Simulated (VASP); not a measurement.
**Si14C13 (a cell with a defect) (Moissanite 3C): electric field gradients with PBE**

Crystal: Si14C13 (a cell with a defect) (Moissanite 3C).

```xyz
54
Lattice="0.0000 6.5370 6.5370 6.5370 0.0000 6.5370 6.5370 6.5370 0.0000" Properties=species:S:1:pos:R:3 pbc="T T T"
Si    0.0000    0.0000    0.0000
Si    2.1790    2.1790    0.0000
Si    4.3580    4.3580    0.0000
Si    2.1790    0.0000    2.1790
Si    4.3580    2.1790    2.1790
Si    6.5370    4.3580    2.1790
Si    4.3580    0.0000    4.3580
Si    6.5370    2.1790    4.3580
Si    8.7160    4.3580    4.3580
Si    0.0000    2.1790    2.1790
Si    2.1790    4.3580    2.1790
Si    4.3580    6.5370    2.1790
Si    2.1790    2.1790    4.3580
Si    4.3580    4.3580    4.3580
Si    6.5370    6.5370    4.3580
Si    4.3580    2.1790    6.5370
Si    6.5370    4.3580    6.5370
Si    8.7160    6.5370    6.5370
Si    0.0000    4.3580    4.3580
Si    2.1790    6.5370    4.3580
Si    4.3580    8.7160    4.3580
Si    2.1790    4.3580    6.5370
Si    4.3580    6.5370    6.5370
Si    6.5370    8.7160    6.5370
Si    4.3580    4.3580    8.7160
Si    6.5370    6.5370    8.7160
Si    8.7160    8.7160    8.7160
Si    1.0895    1.0895    1.0895
C     3.2685    3.2685    1.0895
C     5.4475    5.4475    1.0895
C     3.2685    1.0895    3.2685
C     5.4475    3.2685    3.2685
C     7.6265    5.4475    3.2685
C     5.4475    1.0895    5.4475
C     7.6265    3.2685    5.4475
C     9.8055    5.4475    5.4475
C     1.0895    3.2685    3.2685
C     3.2685    5.4475    3.2685
C     5.4475    7.6265    3.2685
C     3.2685    3.2685    5.4475
C     5.4475    5.4475    5.4475
C     7.6265    7.6265    5.4475
C     5.4475    3.2685    7.6265
C     7.6265    5.4475    7.6265
C     9.8055    7.6265    7.6265
C     1.0895    5.4475    5.4475
C     3.2685    7.6265    5.4475
C     5.4475    9.8055    5.4475
C     3.2685    5.4475    7.6265
C     5.4475    7.6265    7.6265
C     7.6265    9.8055    7.6265
C     5.4475    5.4475    9.8055
C     7.6265    7.6265    9.8055
C     9.8055    9.8055    9.8055
```

- Program: VASP 6.6.1
- Task: electric field gradients
- Functional: PBE
- Potentials or basis: VASP PAW PBE potentials, release 64 (Si, C)
- Cutoff: 520 eV
- k mesh: 3 × 3 × 3
- Occupations: fermi-dirac, width 0.01 eV
- Spin: no spin polarisation
- Dipole correction: no
- Further INCAR settings: LREAL = Auto; ALGO = Normal; EDIFF = 1e-08; NBANDS = 141

```json
{
 "Pressure": "12.0 GPa",
 "Largest force": "10.465 eV/Å",
 "Band gap on the k mesh": "1.28 eV"
}
```

Forces on the atoms (eV/Å):
```
Si  -6.042 -6.042 -6.042
Si   6.042  6.042 -6.042
Si   0.000  0.000  0.042
Si   6.042 -6.042  6.042
Si   0.012  0.015  0.015
Si  -0.015 -0.012  0.015
Si   0.000  0.042  0.000
Si  -0.015  0.015 -0.012
Si  -0.042  0.000  0.000
Si  -6.042  6.042  6.042
Si   0.015  0.012  0.015
Si  -0.012 -0.015  0.015
Si   0.015  0.015  0.012
Si   0.000  0.000  0.000
Si  -0.015 -0.015  0.012
Si  -0.012  0.015 -0.015
Si  -0.015  0.012 -0.015
Si   0.003 -0.003 -0.003
Si   0.042  0.000  0.000
Si   0.015 -0.015 -0.012
Si   0.000 -0.042  0.000
Si   0.015 -0.012 -0.015
Si   0.012 -0.015 -0.015
Si  -0.003  0.003 -0.003
Si   0.000  0.000 -0.042
Si  -0.003 -0.003  0.003
Si   0.003  0.003  0.003
Si   0.000  0.000  0.000
C    0.229  0.229  0.051
C   -0.229 -0.229  0.051
C    0.229  0.051  0.229
C   -0.002  0.002  0.002
C   -0.051 -0.229  0.229
C   -0.229  0.051 -0.229
C   -0.051  0.229 -0.229
C    0.000  0.000  0.000
C    0.051  0.229  0.229
C    0.002 -0.002  0.002
C   -0.229 -0.051  0.229
C    0.002  0.002 -0.002
C   -0.002 -0.002 -0.002
C    0.000  0.000 -0.004
C   -0.229  0.229 -0.051
C    0.000 -0.004  0.000
C    0.004  0.000  0.000
C    0.051 -0.229 -0.229
C    0.229 -0.051 -0.229
C    0.000  0.000  0.000
C    0.229 -0.229 -0.051
C   -0.004  0.000  0.000
C    0.000  0.004  0.000
C    0.000  0.000  0.000
C    0.000  0.000  0.004
C    0.000  0.000  0.000
```

Levels at points of the mesh, in eV from the valence-band top:
| k point | band 104 | band 105 | band 106 | band 107 | band 108 | band 109 | band 110 | band 111 | band 112 | band 113 |
| --- | --- | --- | --- | --- | --- | --- | --- | --- | --- | --- |
| (0.00, 0.00, 0.00) | -0.67 | -0.67 | 0.00 | 0.00 | 0.00 | 2.07 | 2.07 | 2.45 | 2.45 | 2.45 |

Electric field gradients, principal values (V/Å²):
```
 atom   least  middle  greatest (by size)
 1 Si  30.771  30.771             -61.542
 2 Si  30.771  30.771             -61.542
 3 Si  -0.060  -1.117               1.178
 4 Si  30.771  30.771             -61.542
 5 Si   0.098   0.278              -0.376
 6 Si   0.098   0.278              -0.376
 7 Si  -0.060  -1.117               1.178
 8 Si   0.098   0.278              -0.376
 9 Si  -0.060  -1.117               1.178
10 Si  30.771  30.771             -61.542
11 Si   0.098   0.278              -0.376
12 Si   0.098   0.278              -0.376
13 Si   0.098   0.278              -0.376
14 Si   0.000   0.000               0.000
15 Si   0.098   0.278              -0.376
16 Si   0.098   0.278              -0.376
17 Si   0.098   0.278              -0.376
18 Si   0.083   0.083              -0.166
19 Si  -0.060  -1.117               1.178
20 Si   0.098   0.278              -0.376
21 Si  -0.060  -1.117               1.178
22 Si   0.098   0.278              -0.376
23 Si   0.098   0.278              -0.376
24 Si   0.083   0.083              -0.166
25 Si  -0.060  -1.117               1.178
26 Si   0.083   0.083              -0.166
27 Si   0.083   0.083              -0.166
28 Si   0.000   0.000               0.000
 29 C  -0.052  -0.690               0.742
 30 C  -0.051  -0.689               0.741
 31 C  -0.052  -0.690               0.742
 32 C   0.040   0.040              -0.080
 33 C  -0.051  -0.689               0.740
 34 C  -0.051  -0.689               0.741
 35 C  -0.051  -0.689               0.740
 36 C   0.064   0.065              -0.129
 37 C  -0.052  -0.690               0.742
 38 C   0.040   0.040              -0.080
 39 C  -0.051  -0.689               0.740
 40 C   0.040   0.040              -0.080
 41 C   0.040   0.040              -0.079
 42 C  -0.001  -0.043               0.044
 43 C  -0.051  -0.689               0.740
 44 C  -0.001  -0.043               0.044
 45 C  -0.001  -0.043               0.044
 46 C  -0.051  -0.689               0.741
 47 C  -0.051  -0.689               0.740
 48 C   0.064   0.065              -0.129
 49 C  -0.051  -0.689               0.740
 50 C  -0.001  -0.043               0.044
 51 C  -0.001  -0.043               0.044
 52 C   0.064   0.065              -0.129
 53 C  -0.001  -0.043               0.044
 54 C   0.064   0.064              -0.128
```

Wall time 16 min on 1 thread of AMD EPYC 7R43 64-Core Processor (Zen 3) (shared host), peak memory 0.71 GiB.

Caveat: without QUAD_EFG the Cq values of the log hold for a quadrupole moment of 1 mb, not for the nuclei.
